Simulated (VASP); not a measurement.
## Hf: single point with PBEsol

Crystal: Hf.

```xyz
1
Lattice="-1.8050 1.8050 1.7509 1.8050 -1.8050 1.7509 1.8050 1.8050 -1.7509" Properties=species:S:1:pos:R:3 pbc="T T T"
Hf    0.0000    0.0000    0.0000
```

This cell differs from its parent crystal: strain +0.000 along x and y, -0.030 along z.

```yaml
Program: VASP 6.6.1
Task: single point
Functional: PBEsol
Potentials_or_basis: VASP PAW PBE potentials, release 64 (Hf_pv)
Cutoff: 520 eV
k_mesh: 18 × 18 × 18
Occupations: gaussian, width 0.15 eV
Spin: no spin polarisation
Dipole_correction: no
Further_INCAR_settings: ALGO = Normal; EDIFF = 1e-06; NBANDS = 11
```

| Item | Value |
| --- | --- |
| Pressure | -6.9 GPa |
| Band gap on the k mesh | zero (band 5 reaches 5.68 eV, above the bottom of band 6 at 3.63 eV) |

Stress tensor (GPa, compression positive):
```
-6.36  0.00  0.00
 0.00 -6.36  0.00
 0.00  0.00 -7.87
```

Levels at points of the mesh, in eV from the Fermi level:
| k point | band 2 | band 3 | band 4 | band 5 | band 6 | band 7 | band 8 | band 9 |
| --- | --- | --- | --- | --- | --- | --- | --- | --- |
| (0.00, 0.00, 0.00) | -29.86 | -29.86 | -6.98 | 1.28 | 1.61 | 1.61 | 3.99 | 4.45 |
| (0.50, 0.00, 0.00) | -30.12 | -29.87 | -3.31 | -0.59 | 1.08 | 4.13 | 5.16 | 7.45 |
| (0.50, 0.50, 0.00) | -30.10 | -29.85 | -3.36 | -0.24 | 0.90 | 3.75 | 4.88 | 7.38 |
| (0.50, 0.50, 0.50) | -30.42 | -30.37 | -2.53 | -2.45 | 6.60 | 6.60 | 6.70 | 6.84 |

Run time: 48 s on 1 thread of AMD EPYC 9R45 96-Core Processor (Zen 5) (shared host), peak memory 0.2 GiB.

Caveat: the cell differs from its parent crystal (strain +0.000 along x and y, -0.030 along z); the PAW data sets were made with another functional, which shifts forces and pressure a little; spin-orbit coupling is left out, which moves the levels of the heavy elements.
